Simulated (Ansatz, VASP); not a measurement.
**SnO2: VASP beside Ansatz**

```
CELL_PARAMETERS angstrom
4.79246 0.00000 0.00000
0.00000 4.79297 0.00000
0.00000 0.00000 3.23769
ATOMIC_POSITIONS crystal
Sn 0.50000 0.50000 0.50000
Sn 0.00000 0.00000 0.00000
O 0.30599 0.34076 0.00000
O 0.80599 0.15924 0.50000
O 0.19401 0.84076 0.50000
O 0.69401 0.65924 0.00000
```

Alike in both runs: task single point; functional LDA; k mesh 6 × 6 × 8; occupations gaussian, width 0.05 eV; no spin polarisation.

|  | VASP | Ansatz |
| --- | --- | --- |
| version | VASP 6.6.1 | Ansatz 0.2.0 |
| potentials or method | VASP PAW LDA potentials, release 64 (Sn_d, O), cutoff 520 eV | scalar-relativistic, plane waves, PAW |
| valence electrons in the cell | 52 | 52 |

|  | VASP | Ansatz | Ansatz less VASP |
| --- | --- | --- | --- |
| gap on the k mesh at the Fermi level (eV) | 1.05 | 1.03 | -0.021 |
| least direct gap on the mesh (eV) | 1.05 | 1.03 | -0.021 |
| pressure (GPa) | -1.8 | -3.1 | -1.23 |
| traceless stress, the component that is largest in VASP (GPa) | -2.39 | -1.85 | +0.536 |
| rms of the force components (eV/Å) | 1.143 | 1.103 | -0.0398 |

Ansatz warns that its potentials were made for another functional, while VASP's fit it. LDA's correlation is that of Perdew and Zunger in VASP and of Perdew and Wang (1992) in Ansatz. Atom by atom the forces differ by 0.040 eV/Å (rms over components).
